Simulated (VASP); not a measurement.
Write the native input for VASP 6.6.1 that does the following.

```
Task                   : single point
Functional             : PBE
Potentials or basis    : VASP PAW PBE potentials, release 64 (Hf_pv, O)
Cutoff                 : 520 eV
k mesh                 : 6 × 6 × 6
Occupations            : gaussian, width 0.1 eV
Spin                   : no spin polarisation
Dipole correction      : no
Further INCAR settings : ALGO = Normal; EDIFF = 1e-06; NBANDS = 18
```

The structure of HfO2 lies in POSCAR:

```
HfO2
1.0
    0.0000000000      2.6606430800      2.6606430800
    2.6606430800      0.0000000000      2.6606430800
    2.6606430800      2.6606430800      0.0000000000
Hf O
1 2
Direct
    0.0000000000      0.0000000000      0.0000000000
    0.7500000000      0.7500000000      0.7500000000
    0.5000000000      0.5000000000      0.5000000000
```

These files were run (other wordings do the same):

INCAR

```
PREC = Accurate ; ENCUT = 520
EDIFF = 1E-6 ; ISMEAR = 0
SIGMA = 0.1 ; LREAL = F
LASPH = T ; NELM = 100
ALGO = Normal ; ISIF = 2
LWAVE = F ; LCHARG = T
GGA = PE ; LELF = T
LVHAR = T ; NBANDS = 18
```

KPOINTS

```
Automatic mesh
0
Gamma
  6 6 6
```

Potentials or basis: VASP PAW PBE potentials, release 64 (Hf_pv, O).

Command:

```bash
$ cat potpaw_PBE.64/Hf_pv/POTCAR potpaw_PBE.64/O/POTCAR > POTCAR
$ mpirun -np 1 vasp_std > vasp.out
```

Results of the run:

The pressure is -27.3 GPa. The band gap on the k mesh is 1.70 eV, indirect (least direct gap 1.94 eV).

Caveat: spin-orbit coupling is left out, which moves the levels of the heavy elements.

Wall time 9.7 s on 1 thread of AMD EPYC 7R13 Processor (Zen 3), with other jobs on the host, peak memory 0.13 GiB.
